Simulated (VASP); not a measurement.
# Cd2TeSe5 (F-43m) in VASP: further runs

The runs below take Cd2TeSe5 through single point, with PBE.

Program: VASP 6.6.1. These are calculated values, not measurements. Logs are shortened: lines on timing, memory, paths and dates and some standing lists are left out, and cuts for length are marked.

## (1) The cell of the first run

It takes space group F-43m (No. 216, cubic). The conventional cell has a = 11.552 Å, b = 11.552 Å, c = 11.552 Å, α = 90.00°, β = 90.00°, γ = 90.00°. Within 3.3 Å of Cd (site symmetry -43m) lie 4 Se at 2.50 Å. Cd (site symmetry -43m) has 4 Se at 2.50 Å within 3.3 Å. Se (site symmetry 3m) has 2 Cd at 2.50 Å within 3.3 Å.

The cell was built from a structure type or drawn by symmetry, and may not be a known phase.

## (2) Single point, PBE

File INCAR:

```
PREC     = Accurate       # precision mode
ENCUT    = 500            # plane-wave cutoff, eV
EDIFF    = 1E-6           # SCF threshold, eV
ISMEAR   = 0              # smearing method
SIGMA    = 0.15           # smearing width, eV
LREAL    = False          # projectors in reciprocal space
LASPH    = True           # aspherical terms in the spheres
NELM     = 120            # most SCF steps
ALGO     = Normal         # electronic algorithm
ISIF     = 2              # what is computed and relaxed
LWAVE    = False          # write WAVECAR
LCHARG   = True           # write CHGCAR
GGA      = PE             # functional
LELF     = True           # ELF
LVHAR    = True         
NBANDS   = 40             # bands
GGA_COMPAT= False
```

File KPOINTS:

```
regular mesh
0
Gamma
  2 2 2
```

File POSCAR:

```
Cd2TeSe5
1.0
    0.0000000000      5.7758623758      5.7758623758
    5.7758623758      0.0000000000      5.7758623758
    5.7758623758      5.7758623758      0.0000000000
Cd Te Se
2 1 5
Direct
    0.0000000000      0.0000000000      0.0000000000
    0.7500000000      0.7500000000      0.7500000000
    0.5000000000      0.5000000000      0.5000000000
    0.8751452689      0.8751452689      0.8751452689
    0.8751452689      0.8751452689      0.3745641933
    0.8751452689      0.3745641933      0.8751452689
    0.3745641933      0.8751452689      0.8751452689
    0.2500000000      0.2500000000      0.2500000000
```

Potentials or basis: VASP PAW PBE potentials, release 64 (Cd, Te, Se).

Launch:

```bash
$ cat potpaw_PBE.64/Cd/POTCAR potpaw_PBE.64/Te/POTCAR potpaw_PBE.64/Se/POTCAR > POTCAR
$ mpirun -np 1 vasp_std > vasp.out
```

OUTCAR:

```text
PREC = Accurate
   ENCUT = 500
   EDIFF = 1E-6
   ISMEAR = 0
   LREAL = False
   LASPH = True
   NELM = 120
   ISIF = 2
   GGA = PE

 ion  position               nearest neighbor table
   1  0.000  0.000  0.000-   4 2.50   5 2.50   6 2.50   7 2.50
   2  0.750  0.750  0.750-   4 2.50   5 2.50   6 2.50   7 2.50
   3  0.500  0.500  0.500-
   4  0.875  0.875  0.875-   1 2.50   2 2.50
   5  0.875  0.875  0.375-   1 2.50   2 2.50
   6  0.875  0.375  0.875-   1 2.50   2 2.50
   7  0.375  0.875  0.875-   1 2.50   2 2.50
   8  0.250  0.250  0.250-

  LATTYP: Found a face centered cubic cell.
 ALAT       =    11.5517247516

  Lattice vectors:

 A1 = (   0.0000000000,   5.7758623758,   5.7758623758)
 A2 = (   5.7758623758,   0.0000000000,   5.7758623758)
 A3 = (   5.7758623758,   5.7758623758,   0.0000000000)

Analysis of symmetry for initial positions (statically):
=====================================================================
 Subroutine PRICEL returns:
 Original cell was already a primitive cell.

 Routine SETGRP: Setting up the symmetry group for a
 face centered cubic supercell.

 Subroutine GETGRP returns: Found 24 space group operations
 (whereof 24 operations were pure point group operations)
 out of a pool of 48 trial point group operations.

The static configuration has the point symmetry T_d .

Analysis of symmetry for dynamics (positions and initial velocities):
=====================================================================
 Subroutine PRICEL returns:
 Original cell was already a primitive cell.

 Routine SETGRP: Setting up the symmetry group for a
 face centered cubic supercell.

 Subroutine GETGRP returns: Found 24 space group operations
 (whereof 24 operations were pure point group operations)
 out of a pool of 48 trial point group operations.

The dynamic configuration has the point symmetry T_d .

 Subroutine INISYM returns: Found 24 space group operations
 (whereof 24 operations are pure point group operations),
 and found     1 'primitive' translations

----------------------------------------------------------------------------------------

                                     Primitive cell
[... 81 lines left out ...]
   EDIFF  = 0.1E-05   stopping-criterion for ELM
   LREAL  =      F    real-space projection
   EDIFFG = 0.1E-04   stopping-criterion for IOM
   NSW    =      0    number of steps for IOM
   IBRION =     -1    ionic relax: 0-MD 1-quasi-New 2-CG
   NFREE  =      0    steps in history (QN), initial steepest desc. (CG)
   ISIF   =      2    stress and relaxation
   ISYM   =      2    0-nonsym 1-usesym 2-fastsym
   POTIM  = 0.5000    time-step for ionic-motion
   TEBEG  =    0.0;   TEEND  =   0.0 temperature during run
   PSTRESS=    0.0 pullay stress
   NELECT =      60.0000    total number of electrons
   NUPDOWN=      -1.0000    fix difference up-down
   EMIN   =  10.00;   EMAX   =-10.00  energy-range for DOS
   EFERMI =   0.00;   METHOD = LEGACY
   ISMEAR =     0;   SIGMA  =   0.15  broadening in eV -4-tet -1-fermi 0-gaus
   EFERMI_NEDOS =   21; number of points for ismear=-14 and -15
   IALGO  =     38    algorithm
   IMIX   =      4    mixing-type and parameters
     AMIX     =   0.40;   BMIX     =  1.00
     AMIX_MAG =   1.60;   BMIX_MAG =  1.00
  volume/ion in A,a.u.               =      48.17       325.08
  Fermi-wavevector in a.u.,A,eV,Ry     =   0.880708  1.664296 10.553303  0.775646
  Thomas-Fermi vector in A             =   2.001104
   LORBIT       =      0    0 simple, 1 ext, 2 COOP (PROOUT), +10 PAW based schemes
   GGA     = PE    functional components
   LHFCALC =     F    Hartree Fock is set to
   AEXX    =    0.0000 exact exchange contribution
   IVDW    =     0    specifies the selected vdW correction
   LEPSILON=     F    determine dielectric tensor
   LRPA    =     F    only Hartree local field effects (RPA)
 non-spin polarized calculation
 Gauss-broadening in eV      SIGMA  =   0.15
  energy-cutoff  :      500.00
  volume of cell :      385.37
 maximum number of plane-waves:      9841
 NGX is ok and might be reduce to    60
   NGX = 29   NGY = 29   NGZ = 29

 number of electron      60.0000015 magnetization

 Free energy of the ion-electron system (eV)
  ---------------------------------------------------
  ext. energy  EPLUGINS =         0.00000000
  ---------------------------------------------------
  free energy    TOTEN  =       -13.19320923 eV

  energy without entropy =      -12.71601948  energy(sigma->0) =      -12.95461436

 E-fermi :  -1.6321     XC(G=0):  -6.6898

 val. band max:       -1.6406144830   @ k =   0.5000   0.0000   0.0000
 cond. band min:      -1.6174291288   @ k =   0.5000   0.5000   0.0000
 fundamental gap:      0.0231853543
 Fermi energy:        -1.6320851239

 k-point     1 :       0.0000    0.0000    0.0000
  band No.  band energies     occupation
      1     -13.8105      2.00000
      2     -13.5048      2.00000
      3     -13.5048      2.00000
      4     -13.5048      2.00000
      5     -12.5448      2.00000
      6     -11.0861      2.00000
[... 118 lines left out ...]
     39       5.0888      0.00000
     40       5.1752      0.00000

------------------------ aborting loop because EDIFF is reached ----------------------------------------

  FORCE on cell =-STRESS in cart. coord.  units (eV):
  Direction    XX          YY          ZZ          XY          YZ          ZX
  --------------------------------------------------------------------------------------
  -------------------------------------------------------------------------------------
  Total        2.1394448      2.1394448      2.1394448      0.0000000     -0.0000000      0.0000000
  in kB        8.8946973      8.8946973      8.8946973      0.0000000     -0.0000000      0.0000000
  external PRESSURE =       8.8946973 kB  Pullay stress =       0.0000000 kB

 VOLUME and BASIS-vectors are now :
 -----------------------------------------------------------------------------
  energy-cutoff  :      500.00
  volume of cell :      385.37
      direct lattice vectors                 reciprocal lattice vectors
     0.000000000  5.775862376  5.775862376    -0.086567160  0.086567160  0.086567160
     5.775862376  0.000000000  5.775862376     0.086567160 -0.086567160  0.086567160
     5.775862376  5.775862376  0.000000000     0.086567160  0.086567160 -0.086567160

 POSITION                                       TOTAL-FORCE (eV/Angst)
 -----------------------------------------------------------------------------------
      0.00000      0.00000      0.00000        -0.000000     -0.000000     -0.000000
      8.66379      8.66379      8.66379        -0.000000     -0.000000     -0.000000
      5.77586      5.77586      5.77586        -0.000000     -0.000000     -0.000000
     10.10944     10.10944     10.10944        -0.040557     -0.040557     -0.040557
      7.21815      7.21815     10.10944         0.040557      0.040557     -0.040557
      7.21815     10.10944      7.21815         0.040557     -0.040557      0.040557
     10.10944      7.21815      7.21815        -0.040557      0.040557      0.040557
      2.88793      2.88793      2.88793        -0.000000     -0.000000     -0.000000
 -----------------------------------------------------------------------------------
    total drift:                                0.000000      0.000000      0.000000

  FREE ENERGIE OF THE ION-ELECTRON SYSTEM (eV)
  ---------------------------------------------------
  free  energy   TOTEN  =       -13.1932092279 eV

  energy  without entropy=      -12.7160194830  energy(sigma->0) =      -12.95461436
```

stdout:

```text
POSCAR found type information on POSCAR CdTeSe
 POSCAR found :  3 types and       8 ions
 scaLAPACK will be used
 LDA part: xc-table for (Slater+PW92), standard interpolation
 POSCAR, INCAR and KPOINTS ok, starting setup
 FFT: planning ... GRIDC
 FFT: planning ... GRID_SOFT
 FFT: planning ... GRID
 WAVECAR not read
 entering main loop
```

It took 2 min on 1 thread of Intel Xeon Platinum 8488C (Sapphire Rapids), shared host; peak memory 0.5 GiB.

What came out:

- Free energy: -13.1932 eV
- Pressure: 0.9 GPa
- Largest force: 0.070 eV/Å
- Band gap on the k mesh: zero (bands 30 and 31 overlap by 0.01 eV)

Forces on the atoms (eV/Å):
```
Cd   0.000  0.000  0.000
Cd   0.000  0.000  0.000
Te   0.000  0.000  0.000
Se  -0.041 -0.041 -0.041
Se   0.041  0.041 -0.041
Se   0.041 -0.041  0.041
Se  -0.041  0.041  0.041
Se   0.000  0.000  0.000
```

Levels at points of the mesh, in eV from the Fermi level:
```tsv
k point	band 28	band 29	band 30	band 31	band 32	band 33
(0.00, 0.00, 0.00)	-0.23	-0.02	-0.02	-0.02	0.36	0.36
(0.50, 0.00, 0.00)	-0.11	-0.02	-0.01	0.09	0.09	0.13
(0.50, 0.50, 0.00)	-0.10	-0.08	-0.08	0.01	0.01	0.03
```

Caveat: the k points lie up to 0.47 Å⁻¹ apart; semilocal functionals underestimate gaps, so a narrow gap can read as zero; spin-orbit coupling is left out, which moves the levels of the heavy elements.

## (3) Single point, PBE

This run uses another cell than the first one, of 51.83 Å³/atom.

File INCAR:

```
SYSTEM = Cd2TeSe5
PREC     = Accurate       ! precision mode
ENCUT    = 500            ! plane-wave cutoff, eV
EDIFF    = 1E-6           ! SCF threshold, eV
ISMEAR   = 0              ! smearing method
SIGMA    = 0.15           ! smearing width, eV
LREAL    = .FALSE.        ! projectors in reciprocal space
LASPH    = .TRUE.         ! aspherical terms in the spheres
NELM     = 120            ! most SCF steps
ALGO     = Normal         ! electronic algorithm
ISIF     = 2              ! what is computed and relaxed
LWAVE    = .FALSE.        ! write WAVECAR
LCHARG   = .FALSE.        ! write CHGCAR
GGA      = PE             ! functional
NBANDS   = 40             ! bands
GGA_COMPAT= .FALSE.
```

File KPOINTS:

```
regular mesh
0
G
  2 2 2
  0 0 0
```

File POSCAR:

```
Cd2TeSe5
1.0
    0.0000000000      5.9185161680      5.9185161680
    5.9185161680      0.0000000000      5.9185161680
    5.9185161680      5.9185161680      0.0000000000
Cd Te Se
2 1 5
Direct
    0.2500000000      0.2500000000      0.2500000000
    0.7500000000      0.7500000000      0.7500000000
    0.5000000000      0.5000000000      0.5000000000
    0.6229871836      0.6229871836      0.6229871836
    0.6229871836      0.6229871836      0.1310384491
    0.6229871836      0.1310384491      0.6229871836
    0.1310384491      0.6229871836      0.6229871836
    0.0000000000      0.0000000000      0.0000000000
```

Potentials or basis: VASP PAW PBE potentials, release 64 (Cd, Te, Se).

Launch:

```bash
$ cat potpaw_PBE.64/Cd/POTCAR potpaw_PBE.64/Te/POTCAR potpaw_PBE.64/Se/POTCAR > POTCAR
$ mpirun -np 1 vasp_std > vasp.out
```

It took 78 s on 1 thread of Intel Xeon Platinum 8488C (Sapphire Rapids), shared host; peak memory 0.59 GiB.

It converged, with:

| Item | Value |
| --- | --- |
| Free energy | -15.7064 eV |
| Pressure | 0.6 GPa |
| Largest force | 0.023 eV/Å |
| Band gap on the k mesh | zero (filled and empty bands touch) |

Forces in eV/Å, atoms in the order of the input:
```
Cd   0.000  0.000  0.000
Cd   0.000  0.000  0.000
Te   0.000  0.000  0.000
Se  -0.013 -0.013 -0.013
Se   0.013  0.013 -0.013
Se   0.013 -0.013  0.013
Se  -0.013  0.013  0.013
Se   0.000  0.000  0.000
```

Levels at points of the mesh, in eV from the Fermi level:
```csv
k point,band 28,band 29,band 30,band 31,band 32,band 33,band 34,band 35,band 36,band 37
"(0.00, 0.00, 0.00)",-0.07,-0.07,-0.01,-0.01,-0.01,2.00,2.00,2.00,4.53,4.53
"(0.50, 0.00, 0.00)",-0.26,-0.02,-0.02,-0.01,-0.01,2.20,2.65,2.65,4.17,4.67
"(0.50, 0.50, 0.00)",-0.17,-0.06,-0.06,0.01,0.66,1.02,3.20,3.20,4.22,4.60
```

Caveat: the k points lie up to 0.46 Å⁻¹ apart; semilocal functionals underestimate gaps, so a narrow gap can read as zero; spin-orbit coupling is left out, which moves the levels of the heavy elements.
